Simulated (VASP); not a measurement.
# AlRu (Pm-3m) in VASP: settings compared

Aim: see how the results for AlRu move with the level of theory and the settings. Levels: BLYP, revPBE. Tasks: single point.

Everything below comes from runs of VASP 6.6.1. Logs are shortened: lines on timing, memory, paths and dates and some standing lists are left out, and cuts for length are marked.

## 1. The cell of the first run

Symmetry: Pm-3m, No. 221, cubic system. Conventional cell: a = 2.992 Å, b = 2.992 Å, c = 2.992 Å, α = 90.00°, β = 90.00°, γ = 90.00°. Al (site symmetry m-3m) has 8 Ru at 2.59 Å and 6 Al at 2.99 Å within 3.4 Å. Ru (site symmetry m-3m) has 8 Al at 2.59 Å and 6 Ru at 2.99 Å within 3.4 Å.

## 2. Single point, BLYP

The input, INCAR:

```
SYSTEM = AlRu
AGGAC    = 1.0          
AGGAX    = 1.0          
ALDAC    = 0.0          
ALDAX    = 1.0          
ALGO     = Normal         ! electronic algorithm
EDIFF    = 1E-6           ! SCF threshold, eV
ENCUT    = 500            ! plane-wave cutoff, eV
GGA      = B5             ! functional
GGA_COMPAT= .False.      
ISIF     = 2              ! what is computed and relaxed
ISMEAR   = 1              ! smearing method
LASPH    = .True.         ! aspherical terms in the spheres
LCHARG   = .False.        ! write CHGCAR
LREAL    = .False.        ! projectors in reciprocal space
LWAVE    = .False.        ! write WAVECAR
NBANDS   = 16             ! bands
NELM     = 120            ! most SCF steps
PREC     = Accurate       ! precision mode
SIGMA    = 0.1            ! smearing width, eV
```

The input, KPOINTS:

```
k-points
0
Gamma
  9 9 9
  0 0 0
```

The input, POSCAR:

```
AlRu
1.0
    2.9916000000      0.0000000000      0.0000000000
    0.0000000000      2.9916000000      0.0000000000
    0.0000000000      0.0000000000      2.9916000000
Al Ru
1 1
Direct
    0.0000000000      0.0000000000      0.0000000000
    0.5000000000      0.5000000000      0.5000000000
```

Potentials or basis: VASP PAW PBE potentials, release 64 (Al, Ru_pv).

Launch:

```
$ cat potpaw_PBE.64/Al/POTCAR potpaw_PBE.64/Ru_pv/POTCAR > POTCAR
$ mpirun -np 1 vasp_std > vasp.out
```

OUTCAR:

```text
SYSTEM = AlRu
   EDIFF = 1E-6
   ENCUT = 500
   GGA = B5
   ISIF = 2
   ISMEAR = 1
   LASPH = .True.
   LREAL = .False.
   NELM = 120
   PREC = Accurate

 ion  position               nearest neighbor table
   1  0.000  0.000  0.000-   2 2.59   2 2.59   2 2.59   2 2.59   2 2.59   2 2.59   2 2.59   2 2.59

   2  0.500  0.500  0.500-   1 2.59   1 2.59   1 2.59   1 2.59   1 2.59   1 2.59   1 2.59   1 2.59

  LATTYP: Found a simple cubic cell.
 ALAT       =     2.9916000000

  Lattice vectors:

 A1 = (   2.9916000000,   0.0000000000,   0.0000000000)
 A2 = (   0.0000000000,   2.9916000000,   0.0000000000)
 A3 = (   0.0000000000,   0.0000000000,   2.9916000000)

Analysis of symmetry for initial positions (statically):
=====================================================================
 Subroutine PRICEL returns:
 Original cell was already a primitive cell.

 Routine SETGRP: Setting up the symmetry group for a
 simple cubic supercell.

 Subroutine GETGRP returns: Found 48 space group operations
 (whereof 48 operations were pure point group operations)
 out of a pool of 48 trial point group operations.

The static configuration has the point symmetry O_h .

Analysis of symmetry for dynamics (positions and initial velocities):
=====================================================================
 Subroutine PRICEL returns:
 Original cell was already a primitive cell.

 Routine SETGRP: Setting up the symmetry group for a
 simple cubic supercell.

 Subroutine GETGRP returns: Found 48 space group operations
 (whereof 48 operations were pure point group operations)
 out of a pool of 48 trial point group operations.

The dynamic configuration has the point symmetry O_h .

 Subroutine INISYM returns: Found 48 space group operations
 (whereof 48 operations are pure point group operations),
 and found     1 'primitive' translations

----------------------------------------------------------------------------------------

                                     Primitive cell

  volume of cell :      26.7738

  direct lattice vectors                    reciprocal lattice vectors
     2.991600000  0.000000000  0.000000000     0.334269287  0.000000000  0.000000000
     0.000000000  2.991600000  0.000000000     0.000000000  0.334269287  0.000000000
     0.000000000  0.000000000  2.991600000     0.000000000  0.000000000  0.334269287

  length of vectors
     2.991600000  2.991600000  2.991600000     0.334269287  0.334269287  0.334269287

  position of ions in fractional coordinates (direct lattice)
     0.000000000  0.000000000  0.000000000
     0.500000000  0.500000000  0.500000000

  ion indices of the primitive-cell ions
   primitive index   ion index
                 1           1
                 2           2

----------------------------------------------------------------------------------------

 KPOINTS: k-points

Automatic generation of k-mesh.
 Grid dimensions read from file:
 generate k-points for:    9    9    9

 Generating k-lattice:

  Cartesian coordinates                     Fractional coordinates (reciprocal lattice)
     0.037141032  0.000000000  0.000000000     0.111111111  0.000000000  0.000000000
     0.000000000  0.037141032  0.000000000     0.000000000  0.111111111  0.000000000
     0.000000000  0.000000000  0.037141032     0.000000000  0.000000000  0.111111111

  Length of vectors
     0.037141032  0.037141032  0.037141032

  Shift w.r.t. Gamma in fractional coordinates (k-lattice)
     0.000000000  0.000000000  0.000000000

 Subroutine IBZKPT returns following result:
 ===========================================

 Found     35 irreducible k-points:

 Following reciprocal coordinates:
            Coordinates               Weight
  0.000000  0.000000  0.000000      1.000000
  0.111111  0.000000  0.000000      6.000000
  0.222222  0.000000  0.000000      6.000000
  0.333333  0.000000  0.000000      6.000000
  0.444444  0.000000  0.000000      6.000000
  0.111111  0.111111  0.000000     12.000000
[... 16 lines left out ...]
  0.333333  0.333333  0.111111     24.000000
  0.444444  0.333333  0.111111     48.000000
 [... further k-points ...]
   k-points           NKPTS =     35   k-points in BZ     NKDIM =     35   number of bands    NBANDS=     16
   number of dos      NEDOS =    301   number of ions     NIONS =      2
   total plane-waves  NPLWV =  13824
   dimension x,y,z NGX =    24 NGY =   24 NGZ =   24
   dimension x,y,z NGXF=    48 NGYF=   48 NGZF=   48
   ions per type =               1   1
   NGX,Y,Z   is equivalent  to a cutoff of  13.34, 13.34, 13.34 a.u.
   NGXF,Y,Z  is equivalent  to a cutoff of  26.67, 26.67, 26.67 a.u.
 SYSTEM =  AlRu
   PREC   = accura    normal or accurate (medium, high low for compatibility)
   ISTART =      0    job   : 0-new  1-cont  2-samecut
   ICHARG =      2    charge: 1-file 2-atom 10-const
   ISPIN  =      1    spin polarized calculation?
   LNONCOLLINEAR =      F non collinear calculations
   LSORBIT =      F    spin-orbit coupling
   LASPH  =      T    aspherical Exc in radial PAW
   ENCUT  =  500.0 eV  36.75 Ry    6.06 a.u.   5.45  5.45  5.45*2*pi/ulx,y,z
   NELM   =    120;   NELMIN=  2; NELMDL= -5     # of ELM steps
   EDIFF  = 0.1E-05   stopping-criterion for ELM
   LREAL  =      F    real-space projection
   EDIFFG = 0.1E-04   stopping-criterion for IOM
   NSW    =      0    number of steps for IOM
   IBRION =     -1    ionic relax: 0-MD 1-quasi-New 2-CG
   NFREE  =      0    steps in history (QN), initial steepest desc. (CG)
   ISIF   =      2    stress and relaxation
   ISYM   =      2    0-nonsym 1-usesym 2-fastsym
   POTIM  = 0.5000    time-step for ionic-motion
   TEBEG  =    0.0;   TEEND  =   0.0 temperature during run
   PSTRESS=    0.0 pullay stress
   NELECT =      17.0000    total number of electrons
   NUPDOWN=      -1.0000    fix difference up-down
   EMIN   =  10.00;   EMAX   =-10.00  energy-range for DOS
   EFERMI =   0.00;   METHOD = LEGACY
   ISMEAR =     1;   SIGMA  =   0.10  broadening in eV -4-tet -1-fermi 0-gaus
   EFERMI_NEDOS =   21; number of points for ismear=-14 and -15
   IALGO  =     38    algorithm
   IMIX   =      4    mixing-type and parameters
     AMIX     =   0.40;   BMIX     =  1.00
     AMIX_MAG =   1.60;   BMIX_MAG =  1.00
  volume/ion in A,a.u.               =      13.39        90.34
  Fermi-wavevector in a.u.,A,eV,Ry     =   1.407087  2.659009 26.938090  1.979894
  Thomas-Fermi vector in A             =   2.529382
   LORBIT       =      0    0 simple, 1 ext, 2 COOP (PROOUT), +10 PAW based schemes
   GGA     = B5    functional components
   LHFCALC =     F    Hartree Fock is set to
   AEXX    =    0.0000 exact exchange contribution
   IVDW    =     0    specifies the selected vdW correction
   LEPSILON=     F    determine dielectric tensor
   LRPA    =     F    only Hartree local field effects (RPA)
 non-spin polarized calculation
 Methfessel and Paxton  Order N= 1 SIGMA  =   0.10
  energy-cutoff  :      500.00
  volume of cell :       26.77
 maximum number of plane-waves:       697
 NGX is ok and might be reduce to    24
   NGX = 11   NGY = 11   NGZ = 11

 number of electron      16.9999995 magnetization

 Free energy of the ion-electron system (eV)
  ---------------------------------------------------
  ext. energy  EPLUGINS =         0.00000000
  ---------------------------------------------------
  free energy    TOTEN  =       -11.91732947 eV

  energy without entropy =      -11.91725722  energy(sigma->0) =      -11.91730539

 E-fermi :  11.1731     XC(G=0): -11.9736

 val. band max:       11.1484666352   @ k =   0.4444   0.1111   0.1111
 cond. band min:      11.1941397383   @ k =   0.4444   0.4444   0.1111
 fundamental gap:      0.0456731031
 Fermi energy:        11.1730831551

 k-point     1 :       0.0000    0.0000    0.0000
  band No.  band energies     occupation
      1     -30.3795      2.00000
      2     -30.3795      2.00000
      3     -30.3795      2.00000
      4       1.6699      2.00000
      5       7.7387      2.00000
      6       7.7387      2.00000
[... 8 lines left out ...]
     15      22.9981      0.00000
     16      26.1703      0.00000

 k-point     2 :       0.1111    0.0000    0.0000
  band No.  band energies     occupation
      1     -30.4045      2.00000
      2     -30.3774      2.00000
      3     -30.3774      2.00000
      4       1.9062      2.00000
      5       7.8174      2.00000
      6       7.8190      2.00000
[... 8 lines left out ...]
     15      23.1762      0.00000
     16      26.9499      0.00000

 k-point     3 :       0.2222    0.0000    0.0000
  band No.  band energies     occupation
      1     -30.4674      2.00000
      2     -30.3720      2.00000
      3     -30.3720      2.00000
      4       2.5894      2.00000
      5       7.8847      2.00000
      6       8.0336      2.00000
[... 8 lines left out ...]
     15      23.9982      0.00000
     16      28.2681      0.00000

 k-point     4 :       0.3333    0.0000    0.0000
  band No.  band energies     occupation
      1     -30.5383      2.00000
      2     -30.3659      2.00000
      3     -30.3659      2.00000
      4       3.6471      2.00000
      5       7.4756      2.00000
      6       8.3004      2.00000
[... 8 lines left out ...]
     15      24.4173      0.00000
     16      26.2013      0.00000
[... 324 lines left out ...]
 k-point    22 :       0.4444    0.2222    0.1111
  band No.  band energies     occupation
      1     -30.5702      2.00000
      2     -30.4439      2.00000
      3     -30.3781      2.00000
      4       5.4278      2.00000
      5       6.9196      2.00000
      6       8.7910      2.00000
[... 8 lines left out ...]
     15      23.1413      0.00000
     16      25.1091      0.00000

 k-point    23 :       0.3333    0.3333    0.1111
  band No.  band energies     occupation
      1     -30.5189      2.00000
      2     -30.5154      2.00000
      3     -30.3759      2.00000
      4       5.0574      2.00000
      5       7.6289      2.00000
      6       8.8257      2.00000
[... 8 lines left out ...]
     15      24.7340      0.00000
     16      25.8723      0.00000

 k-point    24 :       0.4444    0.3333    0.1111
  band No.  band energies     occupation
      1     -30.5614      2.00000
      2     -30.5117      2.00000
      3     -30.3717      2.00000
      4       5.4475      2.00000
      5       7.5718      2.00000
      6       8.7733      2.00000
[... 8 lines left out ...]
     15      24.3767      0.00000
     16      24.8751      0.00000

 [... further k-points ...]

------------------------ aborting loop because EDIFF is reached ----------------------------------------

  FORCE on cell =-STRESS in cart. coord.  units (eV):
  Direction    XX          YY          ZZ          XY          YZ          ZX
  --------------------------------------------------------------------------------------
  -------------------------------------------------------------------------------------
  Total        1.6047361      1.6047361      1.6047361      0.0000000      0.0000000      0.0000000
  in kB       96.0292724     96.0292724     96.0292724      0.0000000      0.0000000      0.0000000
  external PRESSURE =      96.0292724 kB  Pullay stress =       0.0000000 kB

 VOLUME and BASIS-vectors are now :
 -----------------------------------------------------------------------------
  energy-cutoff  :      500.00
  volume of cell :       26.77
      direct lattice vectors                 reciprocal lattice vectors
     2.991600000  0.000000000  0.000000000     0.334269287  0.000000000  0.000000000
     0.000000000  2.991600000  0.000000000     0.000000000  0.334269287  0.000000000
     0.000000000  0.000000000  2.991600000     0.000000000  0.000000000  0.334269287

 POSITION                                       TOTAL-FORCE (eV/Angst)
 -----------------------------------------------------------------------------------
      0.00000      0.00000      0.00000         0.000000      0.000000      0.000000
      1.49580      1.49580      1.49580         0.000000      0.000000      0.000000
 -----------------------------------------------------------------------------------
    total drift:                                0.000000     -0.000000     -0.000000

  FREE ENERGIE OF THE ION-ELECTRON SYSTEM (eV)
  ---------------------------------------------------
  free  energy   TOTEN  =       -11.9173294710 eV

  energy  without entropy=      -11.9172572215  energy(sigma->0) =      -11.91730539
```

Run time: 23 s. Hardware: 1 thread of AMD EPYC 7R13, shared host; peak memory 0.11 GiB.

Results:

| Property | Result |
| --- | --- |
| Free energy | -11.9173 eV |
| Pressure | 9.6 GPa |

Caveat: the PAW data sets were made with another functional, which shifts forces and pressure a little.

## 3. Single point, revPBE

The input, INCAR:

```
SYSTEM = AlRu
  ALGO = Normal
  EDIFF = 1E-6
  ENCUT = 500
  GGA = RE
  GGA_COMPAT = .FALSE.
  ISIF = 2
  ISMEAR = 1
  LASPH = .TRUE.
  LCHARG = .FALSE.
  LREAL = .FALSE.
  LWAVE = .FALSE.
  NBANDS = 16
  NELM = 120
  PREC = Accurate
  SIGMA = 0.1
```

The input, KPOINTS:

```
k-points
0
G
  9 9 9
  0 0 0
```

POSCAR is that of step 2.

Potentials or basis: VASP PAW PBE potentials, release 64 (Al, Ru_pv).

Launch:

```
$ cat potpaw_PBE.64/Al/POTCAR potpaw_PBE.64/Ru_pv/POTCAR > POTCAR
$ mpirun -np 1 vasp_std > vasp.out
```

It took 14 s on 1 thread of AMD EPYC 7R13, shared host; peak memory 0.11 GiB.

Results (log left out):

```
Free energy : -13.5397 eV
Pressure    : 4.9 GPa
```

Levels at points of the mesh, in eV from the Fermi level:
```tsv
k point	band 7	band 8	band 9	band 10	band 11	band 12
(0.00, 0.00, 0.00)	0.25	0.25	0.25	6.20	6.20	6.20
```

Caveat: the PAW data sets were made with another functional, which shifts forces and pressure a little.
